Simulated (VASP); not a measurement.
# MgS in VASP: further runs, part 2 of 2

VASP 6.6.1. The steps go on from the part before.

**3. Single point, r2SCAN**

This run uses another cell than the first one, of 21.38 Å³/atom.

Contents of POSCAR:

```
MgS
1.0
    0.0000000000      2.7752850422      2.7752850422
    2.7752850422      0.0000000000      2.7752850422
    2.7752850422      2.7752850422      0.0000000000
S Mg
1 1
Direct
    0.2500000000      0.2500000000      0.2500000000
    0.0000000000      0.0000000000      0.0000000000
```

Contents of INCAR.step1:

```
PREC = Accurate ; ENCUT = 750
ISMEAR = -1 ; SIGMA = 0.05
LREAL = F ; LASPH = T
NELM = 120 ; NBANDS = 15
GGA = PE ; ALGO = Normal
EDIFF = 1E-5 ; LWAVE = T
LCHARG = F ; GGA_COMPAT = F
```

Contents of INCAR.step2:

```
PREC = Accurate ; ENCUT = 750
EDIFF = 1E-6 ; ISMEAR = -1
SIGMA = 0.05 ; LREAL = F
LASPH = T ; NELM = 120
ALGO = Normal ; ISIF = 2
LWAVE = F ; LCHARG = F
METAGGA = R2SCAN ; LMIXTAU = T
NBANDS = 15 ; ISTART = 1
GGA_COMPAT = F
```

Contents of KPOINTS:

```
Automatic mesh
0
Gamma
  8 8 8
```

Potentials or basis: VASP PAW PBE potentials, release 64 (S, Mg_sv).

The run is started by

```console
$ cat potpaw_PBE.64/S/POTCAR potpaw_PBE.64/Mg_sv/POTCAR > POTCAR
$ cp INCAR.step1 INCAR
$ mpirun -np 1 vasp_std > vasp.out
$ cp INCAR.step2 INCAR
$ mpirun -np 1 vasp_std > vasp.out
```

OUTCAR:

```text
PREC = Accurate
   ENCUT = 750
   EDIFF = 1E-6
   ISMEAR = -1
   LREAL = F
   LASPH = T
   NELM = 120
   ISIF = 2
   METAGGA = R2SCAN
   ISTART = 1

 ion  position               nearest neighbor table
   1  0.250  0.250  0.250-   2 2.40   2 2.40   2 2.40   2 2.40
   2  0.000  0.000  0.000-   1 2.40   1 2.40   1 2.40   1 2.40

  LATTYP: Found a face centered cubic cell.
 ALAT       =     5.5505700844

  Lattice vectors:

 A1 = (   0.0000000000,   2.7752850422,   2.7752850422)
 A2 = (   2.7752850422,   0.0000000000,   2.7752850422)
 A3 = (   2.7752850422,   2.7752850422,   0.0000000000)

Analysis of symmetry for initial positions (statically):
=====================================================================
 Subroutine PRICEL returns:
 Original cell was already a primitive cell.

 Routine SETGRP: Setting up the symmetry group for a
 face centered cubic supercell.

 Subroutine GETGRP returns: Found 24 space group operations
 (whereof 24 operations were pure point group operations)
 out of a pool of 48 trial point group operations.

The static configuration has the point symmetry T_d .

Analysis of symmetry for dynamics (positions and initial velocities):
=====================================================================
 Subroutine PRICEL returns:
 Original cell was already a primitive cell.

 Routine SETGRP: Setting up the symmetry group for a
 face centered cubic supercell.

 Subroutine GETGRP returns: Found 24 space group operations
 (whereof 24 operations were pure point group operations)
 out of a pool of 48 trial point group operations.

The dynamic configuration has the point symmetry T_d .

 Subroutine INISYM returns: Found 24 space group operations
 (whereof 24 operations are pure point group operations),
 and found     1 'primitive' translations

----------------------------------------------------------------------------------------

                                     Primitive cell

  volume of cell :      42.7516

[... 117 lines left out ...]
   LEPSILON=     F    determine dielectric tensor
   LRPA    =     F    only Hartree local field effects (RPA)
 non-spin polarized calculation
  energy-cutoff  :      750.00
  volume of cell :       42.75
 maximum number of plane-waves:      2012
   NGX = 17   NGY = 17   NGZ = 17

 number of electron      16.0000005 magnetization

 Free energy of the ion-electron system (eV)
  ---------------------------------------------------
  ext. energy  EPLUGINS =         0.00000000
  ---------------------------------------------------
  free energy    TOTEN  =       -15.45164257 eV

  energy without entropy =      -15.45164257  energy(sigma->0) =      -15.45164257

 E-fermi :   2.3375     XC(G=0):  -9.2109

 val. band max:        1.0360995538   @ k =   0.0000   0.0000   0.0000
 cond. band min:       5.3096178089   @ k =   0.5000   0.5000   0.0000
 fundamental gap:      4.2735182551
 Fermi energy:         2.3375082801

 k-point     1 :       0.0000    0.0000    0.0000
  band No.  band energies     occupation
      1     -75.3313      2.00000
      2     -40.4484      2.00000
      3     -40.4484      2.00000
      4     -40.4484      2.00000
      5     -10.9084      2.00000
      6       1.0361      2.00000
      7       1.0361      2.00000
      8       1.0361      2.00000
      9       5.5055      0.00000
     10       9.8092      0.00000
     11       9.8092      0.00000
     12       9.8093      0.00000
     13      12.6176      0.00000
     14      12.6176      0.00000
[... 401 lines left out ...]
      2     -40.4517      2.00000
      3     -40.4499      2.00000
      4     -40.4492      2.00000
      5      -9.9856      2.00000
      6      -1.9234      2.00000
      7      -0.3432      2.00000
      8       0.3417      2.00000
      9       7.6942      0.00000
     10       8.4214      0.00000
     11      10.6803      0.00000
     12      10.8739      0.00000
     13      13.6020      0.00000
     14      15.0454      0.00000
     15      16.5014      0.00000

 [... further k-points ...]

------------------------ aborting loop because EDIFF is reached ----------------------------------------

  FORCE on cell =-STRESS in cart. coord.  units (eV):
  Direction    XX          YY          ZZ          XY          YZ          ZX
  --------------------------------------------------------------------------------------
  -------------------------------------------------------------------------------------
  Total        1.0295506      1.0295506      1.0295506     -0.0000000     -0.0000000      0.0000000
  in kB       38.5838456     38.5838456     38.5838456     -0.0000000     -0.0000000      0.0000000
  external PRESSURE =      38.5838456 kB  Pullay stress =       0.0000000 kB

 VOLUME and BASIS-vectors are now :
 -----------------------------------------------------------------------------
  energy-cutoff  :      750.00
  volume of cell :       42.75
      direct lattice vectors                 reciprocal lattice vectors
     0.000000000  2.775285042  2.775285042    -0.180161674  0.180161674  0.180161674
     2.775285042  0.000000000  2.775285042     0.180161674 -0.180161674  0.180161674
     2.775285042  2.775285042  0.000000000     0.180161674  0.180161674 -0.180161674

 POSITION                                       TOTAL-FORCE (eV/Angst)
 -----------------------------------------------------------------------------------
      1.38764      1.38764      1.38764        -0.000000     -0.000000     -0.000000
      0.00000      0.00000      0.00000         0.000000      0.000000      0.000000
 -----------------------------------------------------------------------------------
    total drift:                               -0.000000     -0.000000     -0.000000

  FREE ENERGIE OF THE ION-ELECTRON SYSTEM (eV)
  ---------------------------------------------------
  free  energy   TOTEN  =       -15.4516425732 eV

  energy  without entropy=      -15.4516425732  energy(sigma->0) =      -15.45164257
```

Wall time 1.7 min (1 thread of AMD EPYC 7R13 (Zen 3), shared host); peak memory 0.19 GiB.

What came out:

```yaml
Free_energy: -15.4516 eV
Pressure: 3.9 GPa
Band_gap_on_the_k_mesh: 4.27 eV (least direct gap 4.47 eV)
```

Caveat: the cell stands under pressure; the PAW data sets were made with another functional, which shifts forces and pressure a little. A k mesh can miss the band edges.

**4. Single point, PBE**

This run uses another cell than the first one, of 23.65 Å³/atom.

Contents of INCAR:

```
ALGO = Normal ; EDIFF = 1E-6
ENCUT = 520 ; GGA = PE
ISIF = 2 ; ISMEAR = -1
LASPH = True ; LCHARG = True
LELF = True ; LREAL = False
LVHAR = True ; LWAVE = False
NBANDS = 11 ; NELM = 100
PREC = Accurate ; SIGMA = 0.05
```

Contents of KPOINTS:

```
k-points
0
Gamma
  8 8 8
```

Contents of POSCAR:

```
MgS
1.0
    0.0000000000      2.8331200468      2.8331200468
    2.9464448487      0.0000000000      2.8331200468
    2.9464448487      2.8331200468      0.0000000000
S Mg
1 1
Direct
    0.2500000000      0.2500000000      0.2500000000
    0.0000000000      0.0000000000      0.0000000000
```

Potentials or basis: VASP PAW PBE potentials, release 64 (S, Mg).

The run is started by

```console
$ cat potpaw_PBE.64/S/POTCAR potpaw_PBE.64/Mg/POTCAR > POTCAR
$ mpirun -np 1 vasp_std > vasp.out
```

It took 65 s on 1 thread of Intel Xeon 8259CL, shared host; peak memory 0.19 GiB.

It converged, with:

| Item | Value |
| --- | --- |
| Free energy | -8.4642 eV |
| Pressure | -1.4 GPa |
| Band gap on the k mesh | 3.21 eV |

Stress tensor (GPa, compression positive):
```
-2.07  0.00  0.00
 0.00 -1.05  0.00
 0.00  0.00 -1.05
```

Levels at points of the mesh, in eV from the valence-band top:
```tsv
k point	band 2	band 3	band 4	band 5	band 6	band 7
(0.00, 0.00, 0.00)	-0.11	0.00	0.00	3.21	7.79	7.82
(0.50, 0.00, 0.00)	-3.03	-0.45	-0.26	4.90	7.39	7.72
(0.50, 0.50, 0.00)	-2.67	-1.08	-1.07	3.85	5.46	10.86
(0.00, 0.50, 0.50)	-2.85	-0.90	-0.90	3.94	5.74	10.43
```

**5. Relaxation of the atoms, PBE**

This run uses another cell than the first one, of 23.65 Å³/atom.

Contents of INCAR:

```
ALGO = Normal
EDIFF = 1E-7
EDIFFG = -0.02
ENCUT = 520
GGA = PE
IBRION = 2
ISIF = 2
ISMEAR = -1
LASPH = T
LCHARG = F
LREAL = F
LWAVE = F
NELM = 80
NSW = 80
PREC = Accurate
SIGMA = 0.05
```

KPOINTS is that of step 4.

POSCAR is that of step 4.

The run is started by

```console
$ cat potpaw_PBE.64/S/POTCAR potpaw_PBE.64/Mg/POTCAR > POTCAR
$ mpirun -np 1 vasp_std > vasp.out
```

It took 47 s on 1 thread of Intel Xeon 8259CL, shared host; peak memory 0.18 GiB.

Results (log left out):

* Free energy: -8.4642 eV
* Pressure after relaxing: -1.4 GPa
* Band gap on the k mesh: 3.21 eV

Stress tensor (GPa, compression positive):
```
-2.07  0.00  0.00
 0.00 -1.05  0.00
 0.00  0.00 -1.05
```

Final structure:
```yaml
crystal:
  lattice:
    - [0.00000, 2.83312, 2.83312]
    - [2.94644, 0.00000, 2.83312]
    - [2.94644, 2.83312, 0.00000]
  atoms:
    - { symbol: S, position: [0.25000, 0.25000, 0.25000] }
    - { symbol: Mg, position: [0.00000, 0.00000, 0.00000] }
```

Levels at points of the mesh, in eV from the valence-band top:
| k point | band 2 | band 3 | band 4 | band 5 | band 6 | band 7 |
| --- | --- | --- | --- | --- | --- | --- |
| (0.00, 0.00, 0.00) | -0.11 | 0.00 | 0.00 | 3.21 | 7.79 | 7.82 |
| (0.50, 0.00, 0.00) | -3.03 | -0.45 | -0.26 | 4.90 | 7.39 | 7.72 |
| (0.50, 0.50, 0.00) | -2.67 | -1.08 | -1.07 | 3.85 | 5.46 | 10.86 |
| (0.00, 0.50, 0.50) | -2.85 | -0.90 | -0.90 | 3.94 | 5.74 | 10.43 |

Caveat: the relaxation stopped at its first step, so nothing moved.

**6. Summary**

| task | level | potentials or basis | cell | k mesh | cutoff (eV) | smearing | grid for exact exchange (PRECFOCK) | share of exact exchange | mended | gap on the mesh (eV) | pressure (GPa) |
| --- | --- | --- | --- | --- | --- | --- | --- | --- | --- | --- | --- |
| single point | PBE0 | VASP PAW PBE potentials, release 64 (S, Mg) | a = 3.719 Å, angles 60.0°, 2 atoms | 6 × 6 × 6 | 520 | gaussian 0.05 eV | Normal | 0.25 | - | 5.33 | 20.3 |
| single point | r2SCAN | VASP PAW PBE potentials, release 64 (S, Mg_sv) | a = 3.925 Å, angles 60.0°, 2 atoms | 8 × 8 × 8 | 750 | fermi-dirac 0.05 eV | - | - | yes | 4.27 | 3.9 |
| single point | PBE | VASP PAW PBE potentials, release 64 (S, Mg) | a = 4.007, b = 4.088, c = 4.088 Å, angles 58.7, 60.7, 60.7°, 2 atoms | 8 × 8 × 8 | 520 | fermi-dirac 0.05 eV | - | - | - | 3.21 | -1.4 |
| relaxation of the atoms | PBE | VASP PAW PBE potentials, release 64 (S, Mg) | atoms relaxed from a = 4.007, b = 4.088, c = 4.088 Å, angles 58.7, 60.7, 60.7°, 2 atoms | 8 × 8 × 8 | 520 | fermi-dirac 0.05 eV | - | - | - | 3.21 | -1.4 |

Alike in all rows: no spin polarisation.

Caveats: the cell stands under pressure (at least some runs); the PAW data sets were made with another functional, which shifts forces and pressure a little (at least some runs); the relaxation stopped at its first step, so nothing moved (at least some runs).

Total energies depend on the potentials used, so only differences within one code and one set of settings carry meaning.
